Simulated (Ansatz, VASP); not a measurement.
# ZnS in VASP and in Ansatz

```xyz
2
Lattice="-0.0391 2.6941 2.6941 2.6941 -0.0391 2.6941 2.6550 2.6550 0.0000" Properties=species:S:1:pos:R:3 pbc="T T T"
Zn    1.3275    1.3275    1.3610
S     0.0000    0.0000   -0.0140
```

Change from the starting cell: shear_xy strain -2.9%.

Alike in both runs: task single point; functional r2SCAN; k mesh 8 × 8 × 8; no spin polarisation.

```csv
,VASP,Ansatz
version,VASP 6.6.1,Ansatz 0.2.0
potentials or method,"VASP PAW PBE potentials, release 64 (Zn, S)","plane waves, PAW"
plane-wave cutoff (eV),520,500
occupations,"gaussian, width 0.01 eV",fixed
valence electrons in the cell,18,18
```

Ansatz gave:

* gap on the k mesh at the Fermi level (eV): 2.61
* pressure (GPa): 0.0
* traceless stress, the component that is largest in VASP (GPa): 1.45

Question: Estimate VASP's values.

Answer: gap on the k mesh at the Fermi level (eV): 2.62; pressure (GPa): 0.0; traceless stress, the component that is largest in VASP (GPa): 1.46.

VASP's potentials were made for PBE, not for r2SCAN.
